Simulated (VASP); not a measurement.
# SrCl (F-43m) in VASP: single point with PBE

Aim: the single point of SrCl with PBE.

Everything below comes from runs of VASP 6.6.1. Logs are shortened: lines on timing, memory, paths and dates and some standing lists are left out, and cuts for length are marked.

### Step 1. The cell of the first run

It takes space group F-43m (No. 216, cubic). Conventional cell: a = 6.865 Å, b = 6.865 Å, c = 6.865 Å, α = 90.00°, β = 90.00°, γ = 90.00°. Within 3.9 Å of Sr (site symmetry -43m) lie 4 Cl at 2.97 Å. Within 3.9 Å of Cl (site symmetry -43m) lie 4 Sr at 2.97 Å.

### Step 2. Single point, PBE

POSCAR

```
SrCl
1.0
    0.0000000000      3.4327179095      3.4327179095
    3.4327179095      0.0000000000      3.4327179095
    3.4327179095      3.4327179095      0.0000000000
Sr Cl
1 1
Direct
    0.0000000000      0.0000000000      0.0000000000
    0.2500000000      0.2500000000      0.2500000000
```

INCAR.step1

```
PREC = Accurate ; ENCUT = 520
EDIFF = 1E-6 ; ISMEAR = 0
SIGMA = 0.1 ; LREAL = False
LASPH = True ; NELM = 100
ALGO = Normal ; ISIF = 2
LWAVE = False ; LCHARG = True
GGA = PE ; NBANDS = 16
```

KPOINTS.step1

```
regular mesh
0
Gamma
  14 14 14
```

INCAR.step2

```
PREC = Accurate ; ENCUT = 520
EDIFF = 1E-6 ; ISMEAR = -5
SIGMA = 0.1 ; LREAL = False
LASPH = True ; NELM = 100
ALGO = Normal ; ISIF = 2
LWAVE = False ; LCHARG = False
GGA = PE ; LORBIT = 11
NEDOS = 1001 ; ICHARG = 11
```

KPOINTS.step2

```
regular mesh
0
Gamma
  21 21 21
```

Potentials or basis: VASP PAW PBE potentials, release 64 (Sr_sv, Cl).

On the command line:

```console
> cat potpaw_PBE.64/Sr_sv/POTCAR potpaw_PBE.64/Cl/POTCAR > POTCAR
> cp INCAR.step1 INCAR
> cp KPOINTS.step1 KPOINTS
> mpirun -np 1 vasp_std > vasp.out
> cp INCAR.step2 INCAR
> cp KPOINTS.step2 KPOINTS
> mpirun -np 1 vasp_std > vasp.out
```

OUTCAR:

```text
PREC = Accurate
   ENCUT = 520
   EDIFF = 1E-6
   ISMEAR = -5
   LREAL = False
   LASPH = True
   NELM = 100
   ISIF = 2
   GGA = PE
   LORBIT = 11
   ICHARG = 11

 ion  position               nearest neighbor table
   1  0.000  0.000  0.000-   2 2.97   2 2.97   2 2.97   2 2.97
   2  0.250  0.250  0.250-   1 2.97   1 2.97   1 2.97   1 2.97

  LATTYP: Found a face centered cubic cell.
 ALAT       =     6.8654358190

  Lattice vectors:

 A1 = (   0.0000000000,   3.4327179095,   3.4327179095)
 A2 = (   3.4327179095,   0.0000000000,   3.4327179095)
 A3 = (   3.4327179095,   3.4327179095,   0.0000000000)

Analysis of symmetry for initial positions (statically):
=====================================================================
 Subroutine PRICEL returns:
 Original cell was already a primitive cell.

 Routine SETGRP: Setting up the symmetry group for a
 face centered cubic supercell.

 Subroutine GETGRP returns: Found 24 space group operations
 (whereof 24 operations were pure point group operations)
 out of a pool of 48 trial point group operations.

The static configuration has the point symmetry T_d .

Analysis of symmetry for dynamics (positions and initial velocities):
=====================================================================
 Subroutine PRICEL returns:
 Original cell was already a primitive cell.

 Routine SETGRP: Setting up the symmetry group for a
 face centered cubic supercell.

 Subroutine GETGRP returns: Found 24 space group operations
 (whereof 24 operations were pure point group operations)
 out of a pool of 48 trial point group operations.

The dynamic configuration has the point symmetry T_d .

 Subroutine INISYM returns: Found 24 space group operations
 (whereof 24 operations are pure point group operations),
 and found     1 'primitive' translations

----------------------------------------------------------------------------------------

                                     Primitive cell

  volume of cell :      80.8992

  direct lattice vectors                    reciprocal lattice vectors
     0.000000000  3.432717909  3.432717909    -0.145657177  0.145657177  0.145657177
     3.432717909  0.000000000  3.432717909     0.145657177 -0.145657177  0.145657177
     3.432717909  3.432717909  0.000000000     0.145657177  0.145657177 -0.145657177

  length of vectors
     4.854596223  4.854596223  4.854596223     0.252285631  0.252285631  0.252285631

  position of ions in fractional coordinates (direct lattice)
     0.000000000  0.000000000  0.000000000
     0.250000000  0.250000000  0.250000000

  ion indices of the primitive-cell ions
   primitive index   ion index
                 1           1
                 2           2

----------------------------------------------------------------------------------------

 KPOINTS: regular mesh

Automatic generation of k-mesh.
 Grid dimensions read from file:
 generate k-points for:   21   21   21

 Generating k-lattice:

  Cartesian coordinates                     Fractional coordinates (reciprocal lattice)
    -0.006936056  0.006936056  0.006936056     0.047619048  0.000000000  0.000000000
     0.006936056 -0.006936056  0.006936056     0.000000000  0.047619048  0.000000000
     0.006936056  0.006936056 -0.006936056     0.000000000  0.000000000  0.047619048

  Length of vectors
     0.012013601  0.012013601  0.012013601

  Shift w.r.t. Gamma in fractional coordinates (k-lattice)
     0.000000000  0.000000000  0.000000000

 TETIRR: Found   1276 inequivalent tetrahedra from    55566

 Subroutine IBZKPT returns following result:
 ===========================================

 Found    286 irreducible k-points:

 Following reciprocal coordinates:
            Coordinates               Weight
  0.000000  0.000000  0.000000      1.000000
  0.047619  0.000000  0.000000      8.000000
  0.095238  0.000000  0.000000      8.000000
  0.142857  0.000000  0.000000      8.000000
  0.190476  0.000000  0.000000      8.000000
  0.238095  0.000000  0.000000      8.000000
[... 16 lines left out ...]
 -0.428571  0.047619  0.000000     24.000000
 -0.380952  0.047619  0.000000     24.000000
 [... further k-points ...]
   k-points           NKPTS =    286   k-points in BZ     NKDIM =    286   number of bands    NBANDS=     12
   number of dos      NEDOS =   1001   number of ions     NIONS =      2
   total plane-waves  NPLWV =  46656
   dimension x,y,z NGX =    36 NGY =   36 NGZ =   36
   dimension x,y,z NGXF=    72 NGYF=   72 NGZF=   72
   ions per type =               1   1
   NGX,Y,Z   is equivalent  to a cutoff of  12.33, 12.33, 12.33 a.u.
   NGXF,Y,Z  is equivalent  to a cutoff of  24.66, 24.66, 24.66 a.u.
 SYSTEM =  unknown system
   PREC   = accura    normal or accurate (medium, high low for compatibility)
   ISTART =      0    job   : 0-new  1-cont  2-samecut
   ICHARG =     11    charge: 1-file 2-atom 10-const
   ISPIN  =      1    spin polarized calculation?
   LNONCOLLINEAR =      F non collinear calculations
   LSORBIT =      F    spin-orbit coupling
   LASPH  =      T    aspherical Exc in radial PAW
   ENCUT  =  520.0 eV  38.22 Ry    6.18 a.u.   9.03  9.03  9.03*2*pi/ulx,y,z
   NELM   =    100;   NELMIN=  2; NELMDL=  0     # of ELM steps
   EDIFF  = 0.1E-05   stopping-criterion for ELM
   LREAL  =      F    real-space projection
   EDIFFG = 0.1E-04   stopping-criterion for IOM
   NSW    =      0    number of steps for IOM
   IBRION =     -1    ionic relax: 0-MD 1-quasi-New 2-CG
   NFREE  =      0    steps in history (QN), initial steepest desc. (CG)
   ISIF   =      2    stress and relaxation
   ISYM   =      2    0-nonsym 1-usesym 2-fastsym
   POTIM  = 0.5000    time-step for ionic-motion
   TEBEG  =    0.0;   TEEND  =   0.0 temperature during run
   PSTRESS=    0.0 pullay stress
   NELECT =      17.0000    total number of electrons
   NUPDOWN=      -1.0000    fix difference up-down
   EMIN   =  10.00;   EMAX   =-10.00  energy-range for DOS
   EFERMI =   0.00;   METHOD = LEGACY
   ISMEAR =    -5;   SIGMA  =   0.10  broadening in eV -4-tet -1-fermi 0-gaus
   EFERMI_NEDOS =   21; number of points for ismear=-14 and -15
   IALGO  =     38    algorithm
   IMIX   =      4    mixing-type and parameters
     AMIX     =   0.40;   BMIX     =  1.00
     AMIX_MAG =   1.60;   BMIX_MAG =  1.00
  volume/ion in A,a.u.               =      40.45       272.97
  Fermi-wavevector in a.u.,A,eV,Ry     =   0.973292  1.839255 12.888755  0.947297
  Thomas-Fermi vector in A             =   2.103659
   LORBIT       =     11    0 simple, 1 ext, 2 COOP (PROOUT), +10 PAW based schemes
   GGA     = PE    functional components
   LHFCALC =     F    Hartree Fock is set to
   AEXX    =    0.0000 exact exchange contribution
   IVDW    =     0    specifies the selected vdW correction
   LEPSILON=     F    determine dielectric tensor
   LRPA    =     F    only Hartree local field effects (RPA)
 non-spin polarized calculation
 Fermi weights with tetrahedron method with Bloechl corrections
  energy-cutoff  :      520.00
  volume of cell :       80.90
 maximum number of plane-waves:      2198

 number of electron      17.0000000 magnetization

 Free energy of the ion-electron system (eV)
  ---------------------------------------------------
  ext. energy  EPLUGINS =         0.00000000
  ---------------------------------------------------
  free energy    TOTEN  =        -6.53539290 eV

  energy without entropy =       -6.53539290  energy(sigma->0) =       -6.53539290

 E-fermi :   2.9183     XC(G=0):  -7.3968

 val. band max:        2.9132061616   @ k =  -0.4286   0.3810   0.1429
 cond. band min:       2.9169447505   @ k =  -0.2857   0.3810   0.1429
 fundamental gap:      0.0037385889
 Fermi energy:         2.9182536058

 k-point     1 :       0.0000    0.0000    0.0000
  band No.  band energies     occupation
      1     -34.4543      2.00000
      2     -16.4291      2.00000
      3     -16.4291      2.00000
      4     -16.4291      2.00000
      5     -14.8162      2.00000
      6      -3.2191      2.00000
      7      -3.2191      2.00000
      8      -3.2191      2.00000
      9       1.2406      2.00000
     10       5.0243      0.00000
     11       5.0243      0.00000
     12       6.2298      0.00000

 k-point     2 :       0.0476    0.0000    0.0000
  band No.  band energies     occupation
      1     -34.4543      2.00000
      2     -16.4352      2.00000
      3     -16.4294      2.00000
      4     -16.4294      2.00000
      5     -14.8093      2.00000
      6      -3.2285      2.00000
      7      -3.2172      2.00000
      8      -3.2172      2.00000
      9       1.2835      2.00000
     10       4.9969      0.00000
     11       4.9969      0.00000
     12       6.2050      0.00000

 k-point     3 :       0.0952    0.0000    0.0000
  band No.  band energies     occupation
      1     -34.4541      2.00000
      2     -16.4528      2.00000
      3     -16.4302      2.00000
      4     -16.4302      2.00000
      5     -14.7896      2.00000
      6      -3.2545      2.00000
      7      -3.2116      2.00000
      8      -3.2116      2.00000
      9       1.4084      2.00000
     10       4.9300      0.00000
     11       4.9300      0.00000
     12       6.1302      0.00000
[... 286 lines left out ...]
 k-point    23 :      -0.4286    0.0476    0.0000
  band No.  band energies     occupation
      1     -34.4513      2.00000
      2     -16.6591      2.00000
      3     -16.4428      2.00000
      4     -16.4407      2.00000
      5     -14.5532      2.00000
      6      -3.4602      2.00000
      7      -3.1431      2.00000
      8      -3.1376      2.00000
      9       3.3336      0.00000
     10       4.2988      0.00000
     11       4.7977      0.00000
     12       4.9130      0.00000

 k-point    24 :      -0.3810    0.0476    0.0000
  band No.  band energies     occupation
      1     -34.4515      2.00000
      2     -16.6445      2.00000
      3     -16.4421      2.00000
      4     -16.4396      2.00000
      5     -14.5699      2.00000
      6      -3.4521      2.00000
      7      -3.1475      2.00000
      8      -3.1437      2.00000
      9       3.1139     -0.06082
     10       4.5330      0.00000
     11       4.7217      0.00000
     12       4.9388      0.00000

 [... further k-points ...]
[... 5 lines left out ...]
  --------------------------------------------------------------------------------------
  -------------------------------------------------------------------------------------
  Total       -0.0094283     -0.0094283     -0.0094283      0.0000000      0.0000000     -0.0000000
  in kB       -0.1867240     -0.1867240     -0.1867240      0.0000000      0.0000000     -0.0000000
  external PRESSURE =      -0.1867240 kB  Pullay stress =       0.0000000 kB

 VOLUME and BASIS-vectors are now :
 -----------------------------------------------------------------------------
  energy-cutoff  :      520.00
  volume of cell :       80.90
      direct lattice vectors                 reciprocal lattice vectors
     0.000000000  3.432717909  3.432717909    -0.145657177  0.145657177  0.145657177
     3.432717909  0.000000000  3.432717909     0.145657177 -0.145657177  0.145657177
     3.432717909  3.432717909  0.000000000     0.145657177  0.145657177 -0.145657177

 POSITION                                       TOTAL-FORCE (eV/Angst)
 -----------------------------------------------------------------------------------
      0.00000      0.00000      0.00000        -0.000000     -0.000000     -0.000000
      1.71636      1.71636      1.71636         0.000000      0.000000      0.000000
 -----------------------------------------------------------------------------------
    total drift:                               -0.000000     -0.000000     -0.000000

  FREE ENERGIE OF THE ION-ELECTRON SYSTEM (eV)
  ---------------------------------------------------
  free  energy   TOTEN  =        -6.5353928964 eV

  energy  without entropy=       -6.5353928964  energy(sigma->0) =       -6.53539290

 total charge

# of ion       s       p       d       tot
------------------------------------------
    1        2.014   5.756   0.159   7.929
    2        1.606   3.544   0.000   5.150
--------------------------------------------------
tot          3.620   9.300   0.159  13.079
```

Wall time 91 s (1 thread of Intel Xeon 6975P-C (Granite Rapids), shared host); peak memory 0.43 GiB.

What came out:

- Valence electrons inside the program's atomic spheres: Sr 7.93; Cl 5.15

Caveat: an odd number of electrons without spin polarisation forces a metal; a magnetic or distorted state may lie lower.
